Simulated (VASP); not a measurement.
# HfC2 (Fm-3m) in VASP: single point with PBE

Aim: the single point of HfC2 with PBE.

All numbers are computed with VASP 6.6.1; they aren't measurements. Logs are shortened: lines on timing, memory, paths and dates and some standing lists are left out, and cuts for length are marked.

### Step 1. The cell of the first run

It takes space group Fm-3m (No. 225, cubic). Conventional cell: a = 5.141 Å, b = 5.141 Å, c = 5.141 Å, α = 90.00°, β = 90.00°, γ = 90.00°. Within 2.9 Å of Hf (site symmetry m-3m) lie 8 C at 2.23 Å. C (site symmetry -43m) has 4 Hf at 2.23 Å and 6 C at 2.57 Å within 2.9 Å.

### Step 2. Single point, PBE

POSCAR

```
HfC2
1.0
    0.0000000000      2.5704480000      2.5704480000
    2.5704480000      0.0000000000      2.5704480000
    2.5704480000      2.5704480000      0.0000000000
Hf C
1 2
Direct
    0.0000000000      0.0000000000      0.0000000000
    0.2500000000      0.2500000000      0.2500000000
    0.7500000000      0.7500000000      0.7500000000
```

INCAR.step1

```
ALGO     = Normal         # electronic algorithm
EDIFF    = 1E-6           # SCF threshold, eV
ENCUT    = 520            # plane-wave cutoff, eV
GGA      = PE             # functional
GGA_COMPAT= False        
ISIF     = 2              # what is computed and relaxed
ISMEAR   = 0              # smearing method
LASPH    = True           # aspherical terms in the spheres
LCHARG   = True           # write CHGCAR
LMAXMIX  = 4              # l up to which the mixer works
LORBIT   = 11             # projections on sites
LREAL    = False          # projectors in reciprocal space
LWAVE    = False          # write WAVECAR
NBANDS   = 16             # bands
NEDOS    = 2001           # points of the DOS
NELM     = 120            # most SCF steps
PREC     = Accurate       # precision mode
SIGMA    = 0.2852         # smearing width, eV
```

KPOINTS.step1

```
k-points
0
Gamma
  11 11 11
```

INCAR.step2

```
ALGO     = Normal         # electronic algorithm
EDIFF    = 1E-6           # SCF threshold, eV
ENCUT    = 520            # plane-wave cutoff, eV
GGA      = PE             # functional
GGA_COMPAT= False        
ICHARG   = 11             # starting density
ISIF     = 2              # what is computed and relaxed
ISMEAR   = -5             # smearing method
LASPH    = True           # aspherical terms in the spheres
LCHARG   = False          # write CHGCAR
LMAXMIX  = 4              # l up to which the mixer works
LORBIT   = 11             # projections on sites
LREAL    = False          # projectors in reciprocal space
LWAVE    = False          # write WAVECAR
NBANDS   = 16             # bands
NEDOS    = 1001           # points of the DOS
NELM     = 120            # most SCF steps
PREC     = Accurate       # precision mode
SIGMA    = 0.2852         # smearing width, eV
```

KPOINTS.step2

```
k-points
0
Gamma
  17 17 17
```

Potentials or basis: VASP PAW PBE potentials, release 64 (Hf_pv, C).

Launch:

```
$ cat potpaw_PBE.64/Hf_pv/POTCAR potpaw_PBE.64/C/POTCAR > POTCAR
$ cp INCAR.step1 INCAR
$ cp KPOINTS.step1 KPOINTS
$ mpirun -np 1 vasp_std > vasp.out
$ cp INCAR.step2 INCAR
$ cp KPOINTS.step2 KPOINTS
$ mpirun -np 1 vasp_std > vasp.out
```

OUTCAR:

```text
EDIFF = 1E-6
   ENCUT = 520
   GGA = PE
   ICHARG = 11
   ISIF = 2
   ISMEAR = -5
   LASPH = True
   LORBIT = 11
   LREAL = False
   NELM = 120
   PREC = Accurate

 ion  position               nearest neighbor table
   1  0.000  0.000  0.000-   3 2.23   3 2.23   3 2.23   2 2.23   3 2.23   2 2.23   2 2.23   2 2.23

   2  0.250  0.250  0.250-   1 2.23   1 2.23   1 2.23   1 2.23
   3  0.750  0.750  0.750-   1 2.23   1 2.23   1 2.23   1 2.23

  LATTYP: Found a face centered cubic cell.
 ALAT       =     5.1408960000

  Lattice vectors:

 A1 = (   0.0000000000,   2.5704480000,   2.5704480000)
 A2 = (   2.5704480000,   0.0000000000,   2.5704480000)
 A3 = (   2.5704480000,   2.5704480000,   0.0000000000)

Analysis of symmetry for initial positions (statically):
=====================================================================
 Subroutine PRICEL returns:
 Original cell was already a primitive cell.

 Routine SETGRP: Setting up the symmetry group for a
 face centered cubic supercell.

 Subroutine GETGRP returns: Found 48 space group operations
 (whereof 48 operations were pure point group operations)
 out of a pool of 48 trial point group operations.

The static configuration has the point symmetry O_h .

Analysis of symmetry for dynamics (positions and initial velocities):
=====================================================================
 Subroutine PRICEL returns:
 Original cell was already a primitive cell.

 Routine SETGRP: Setting up the symmetry group for a
 face centered cubic supercell.

 Subroutine GETGRP returns: Found 48 space group operations
 (whereof 48 operations were pure point group operations)
 out of a pool of 48 trial point group operations.

The dynamic configuration has the point symmetry O_h .

 Subroutine INISYM returns: Found 48 space group operations
 (whereof 48 operations are pure point group operations),
 and found     1 'primitive' translations

----------------------------------------------------------------------------------------

                                     Primitive cell

  volume of cell :      33.9669

  direct lattice vectors                    reciprocal lattice vectors
     0.000000000  2.570448000  2.570448000    -0.194518621  0.194518621  0.194518621
     2.570448000  0.000000000  2.570448000     0.194518621 -0.194518621  0.194518621
     2.570448000  2.570448000  0.000000000     0.194518621  0.194518621 -0.194518621

  length of vectors
     3.635162423  3.635162423  3.635162423     0.336916134  0.336916134  0.336916134

  position of ions in fractional coordinates (direct lattice)
     0.000000000  0.000000000  0.000000000
     0.250000000  0.250000000  0.250000000
     0.750000000  0.750000000  0.750000000

  ion indices of the primitive-cell ions
   primitive index   ion index
                 1           1
                 2           2
                 3           3

----------------------------------------------------------------------------------------

 KPOINTS: k-points

Automatic generation of k-mesh.
 Grid dimensions read from file:
 generate k-points for:   17   17   17

 Generating k-lattice:

  Cartesian coordinates                     Fractional coordinates (reciprocal lattice)
    -0.011442272  0.011442272  0.011442272     0.058823529  0.000000000  0.000000000
     0.011442272 -0.011442272  0.011442272     0.000000000  0.058823529  0.000000000
     0.011442272  0.011442272 -0.011442272     0.000000000  0.000000000  0.058823529

  Length of vectors
     0.019818596  0.019818596  0.019818596

  Shift w.r.t. Gamma in fractional coordinates (k-lattice)
     0.000000000  0.000000000  0.000000000

 TETIRR: Found    693 inequivalent tetrahedra from    29478

 Subroutine IBZKPT returns following result:
 ===========================================

 Found    165 irreducible k-points:

 Following reciprocal coordinates:
            Coordinates               Weight
  0.000000  0.000000  0.000000      1.000000
  0.058824  0.000000  0.000000      8.000000
  0.117647  0.000000  0.000000      8.000000
  0.176471  0.000000  0.000000      8.000000
  0.235294  0.000000  0.000000      8.000000
  0.294118  0.000000  0.000000      8.000000
[... 16 lines left out ...]
 -0.176471  0.058824  0.000000     24.000000
 -0.117647  0.058824  0.000000     24.000000
 [... further k-points ...]
   k-points           NKPTS =    165   k-points in BZ     NKDIM =    165   number of bands    NBANDS=     16
   number of dos      NEDOS =   1001   number of ions     NIONS =      3
   total plane-waves  NPLWV =  21952
   dimension x,y,z NGX =    28 NGY =   28 NGZ =   28
   dimension x,y,z NGXF=    56 NGYF=   56 NGZF=   56
   ions per type =               1   2
   NGX,Y,Z   is equivalent  to a cutoff of  12.81, 12.81, 12.81 a.u.
   NGXF,Y,Z  is equivalent  to a cutoff of  25.61, 25.61, 25.61 a.u.
 SYSTEM =  unknown system
   PREC   = accura    normal or accurate (medium, high low for compatibility)
   ISTART =      0    job   : 0-new  1-cont  2-samecut
   ICHARG =     11    charge: 1-file 2-atom 10-const
   ISPIN  =      1    spin polarized calculation?
   LNONCOLLINEAR =      F non collinear calculations
   LSORBIT =      F    spin-orbit coupling
   LASPH  =      T    aspherical Exc in radial PAW
   ENCUT  =  520.0 eV  38.22 Ry    6.18 a.u.   6.76  6.76  6.76*2*pi/ulx,y,z
   NELM   =    120;   NELMIN=  2; NELMDL=  0     # of ELM steps
   EDIFF  = 0.1E-05   stopping-criterion for ELM
   LREAL  =      F    real-space projection
   EDIFFG = 0.1E-04   stopping-criterion for IOM
   NSW    =      0    number of steps for IOM
   IBRION =     -1    ionic relax: 0-MD 1-quasi-New 2-CG
   NFREE  =      0    steps in history (QN), initial steepest desc. (CG)
   ISIF   =      2    stress and relaxation
   ISYM   =      2    0-nonsym 1-usesym 2-fastsym
   POTIM  = 0.5000    time-step for ionic-motion
   TEBEG  =    0.0;   TEEND  =   0.0 temperature during run
   PSTRESS=    0.0 pullay stress
   NELECT =      18.0000    total number of electrons
   NUPDOWN=      -1.0000    fix difference up-down
   EMIN   =  10.00;   EMAX   =-10.00  energy-range for DOS
   EFERMI =   0.00;   METHOD = LEGACY
   ISMEAR =    -5;   SIGMA  =   0.29  broadening in eV -4-tet -1-fermi 0-gaus
   EFERMI_NEDOS =   21; number of points for ismear=-14 and -15
   IALGO  =     38    algorithm
   IMIX   =      4    mixing-type and parameters
     AMIX     =   0.40;   BMIX     =  1.00
     AMIX_MAG =   1.60;   BMIX_MAG =  1.00
  volume/ion in A,a.u.               =      11.32        76.41
  Fermi-wavevector in a.u.,A,eV,Ry     =   1.324789  2.503489 23.879136  1.755067
  Thomas-Fermi vector in A             =   2.454298
   LORBIT       =     11    0 simple, 1 ext, 2 COOP (PROOUT), +10 PAW based schemes
   GGA     = PE    functional components
   LHFCALC =     F    Hartree Fock is set to
   AEXX    =    0.0000 exact exchange contribution
   IVDW    =     0    specifies the selected vdW correction
   LEPSILON=     F    determine dielectric tensor
   LRPA    =     F    only Hartree local field effects (RPA)
 non-spin polarized calculation
 Fermi weights with tetrahedron method with Bloechl corrections
  energy-cutoff  :      520.00
  volume of cell :       33.97
 maximum number of plane-waves:       941

 number of electron      18.0000002 magnetization

 Free energy of the ion-electron system (eV)
  ---------------------------------------------------
  ext. energy  EPLUGINS =         0.00000000
  ---------------------------------------------------
  free energy    TOTEN  =       -24.48794792 eV

  energy without entropy =      -24.48794792  energy(sigma->0) =      -24.48794792

 E-fermi :   5.6293     XC(G=0): -11.9130

 val. band max:        5.7750570864   @ k =   0.4706   0.1765   0.0000
 cond. band min:       5.5251113688   @ k =  -0.1765   0.1176   0.0000
 fundamental gap:     -0.2499457176
 Fermi energy:         5.6292896121

 k-point     1 :       0.0000    0.0000    0.0000
  band No.  band energies     occupation
      1     -24.2089      2.00000
      2     -24.2089      2.00000
      3     -24.2089      2.00000
      4      -8.0563      2.00000
      5      -0.6109      2.00000
      6       0.5993      2.00000
[... 8 lines left out ...]
     15      17.6073      0.00000
     16      17.6127      0.00000

 k-point     2 :       0.0588    0.0000    0.0000
  band No.  band energies     occupation
      1     -24.2214      2.00000
      2     -24.2107      2.00000
      3     -24.2107      2.00000
      4      -7.9894      2.00000
      5      -1.0103      2.00000
      6       0.6403      2.00000
[... 8 lines left out ...]
     15      16.6223      0.00000
     16      17.0883      0.00000

 k-point     3 :       0.1176    0.0000    0.0000
  band No.  band energies     occupation
      1     -24.2568      2.00000
      2     -24.2157      2.00000
      3     -24.2157      2.00000
      4      -7.7942      2.00000
      5      -1.6519      2.00000
      6       0.7582      2.00000
[... 8 lines left out ...]
     15      16.5680      0.00000
     16      16.5831      0.00000

 k-point     4 :       0.1765    0.0000    0.0000
  band No.  band energies     occupation
      1     -24.3098      2.00000
      2     -24.2232      2.00000
      3     -24.2232      2.00000
      4      -7.4877      2.00000
      5      -2.2551      2.00000
      6       0.9382      2.00000
[... 8 lines left out ...]
     15      16.1793      0.00000
     16      16.1793      0.00000
[... 324 lines left out ...]
 k-point    22 :      -0.2353    0.0588    0.0000
  band No.  band energies     occupation
      1     -24.3955      2.00000
      2     -24.2478      2.00000
      3     -24.2322      2.00000
      4      -6.9031      2.00000
      5      -2.9645      2.00000
      6       1.1426      2.00000
[... 8 lines left out ...]
     15      15.3720      0.00000
     16      16.3893      0.00000

 k-point    23 :      -0.1765    0.0588    0.0000
  band No.  band energies     occupation
      1     -24.3334      2.00000
      2     -24.2373      2.00000
      3     -24.2232      2.00000
      4      -7.3096      2.00000
      5      -2.5080      2.00000
      6       0.9596      2.00000
[... 8 lines left out ...]
     15      15.4090      0.00000
     16      16.6533      0.00000

 k-point    24 :      -0.1176    0.0588    0.0000
  band No.  band energies     occupation
      1     -24.2784      2.00000
      2     -24.2270      2.00000
      3     -24.2160      2.00000
      4      -7.6461      2.00000
      5      -1.9728      2.00000
      6       0.7969      2.00000
[... 8 lines left out ...]
     15      15.6759      0.00000
     16      16.8105      0.00000

 [... further k-points ...]

------------------------ aborting loop because EDIFF is reached ----------------------------------------

  FORCE on cell =-STRESS in cart. coord.  units (eV):
  Direction    XX          YY          ZZ          XY          YZ          ZX
  --------------------------------------------------------------------------------------
  -------------------------------------------------------------------------------------
  Total        4.1885099      4.1885099      4.1885099      0.0000000      0.0000000     -0.0000000
  in kB      197.5666647    197.5666647    197.5666647      0.0000000      0.0000000     -0.0000000
  external PRESSURE =     197.5666647 kB  Pullay stress =       0.0000000 kB

 VOLUME and BASIS-vectors are now :
 -----------------------------------------------------------------------------
  energy-cutoff  :      520.00
  volume of cell :       33.97
      direct lattice vectors                 reciprocal lattice vectors
     0.000000000  2.570448000  2.570448000    -0.194518621  0.194518621  0.194518621
     2.570448000  0.000000000  2.570448000     0.194518621 -0.194518621  0.194518621
     2.570448000  2.570448000  0.000000000     0.194518621  0.194518621 -0.194518621

 POSITION                                       TOTAL-FORCE (eV/Angst)
 -----------------------------------------------------------------------------------
      0.00000      0.00000      0.00000         0.000000      0.000000      0.000000
      1.28522      1.28522      1.28522         0.000000      0.000000     -0.000000
      3.85567      3.85567      3.85567        -0.000000     -0.000000      0.000000
 -----------------------------------------------------------------------------------
    total drift:                               -0.000000     -0.000000      0.000000

  FREE ENERGIE OF THE ION-ELECTRON SYSTEM (eV)
  ---------------------------------------------------
  free  energy   TOTEN  =       -24.4879479191 eV

  energy  without entropy=      -24.4879479191  energy(sigma->0) =      -24.48794792

 total charge

# of ion       s       p       d       tot
------------------------------------------
    1        0.375   6.672   1.824   8.871
    2        0.963   1.354   0.000   2.317
    3        0.963   1.354   0.000   2.317
--------------------------------------------------
tot          2.302   9.380   1.824  13.506
```

Wall time 63 s (1 thread of Intel Xeon Platinum 8488C (Sapphire Rapids), shared host); peak memory 0.21 GiB.

Results:

| Item | Value |
| --- | --- |
| Valence electrons inside the program's atomic spheres | Hf 8.87; C 2.32 |

Levels at points of the mesh, in eV from the Fermi level:
```csv
k point,band 7,band 8,band 9,band 10,band 11,band 12
"(0.00, 0.00, 0.00)",-5.03,-5.03,1.95,1.95,1.95,2.65
```

Caveat: spin-orbit coupling is left out, which moves the levels of the heavy elements; tetrahedron occupations give inexact forces and stress in metals.
